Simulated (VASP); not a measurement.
CoSi:

```
Co Si
1.0
     2.79975    0.00000    0.00000
     0.00000    2.79975    0.00000
     0.00000    0.00000    2.79975
Co Si
1 1
Direct
  0.00000 0.00000 0.00000
  0.50000 0.50000 0.50000
```

This cell differs from its parent crystal: volume scaled by 1.02.

Base run:

* Program: VASP 6.6.1
* Functional: PBEsol
* Potentials or basis: VASP PAW PBE potentials, release 64 (Co, Si)
* Cutoff: 520 eV
* k mesh: 10 × 10 × 10
* Occupations: fermi-dirac, width 0.05 eV
* Spin: collinear spin, ferromagnetic start
* Starting moments: [2.0, 0.0] μB

Its results: pressure -10.2 GPa; net moment 0.53 μB per cell; site moments Co +0.54; Si +0.01 μB.

Task: The run is repeated on the same cell with these changes: functional from PBEsol to PBE. What comes out?

Result: Pressure -3.5 GPa; net moment 0.55 μB per cell; site moments Co +0.56; Si +0.01 μB.

PBE binds less tightly than PBEsol, so the same cell stands under more pressure.

Caveats: the PAW data sets were made with another functional, which shifts forces and pressure a little (some runs).
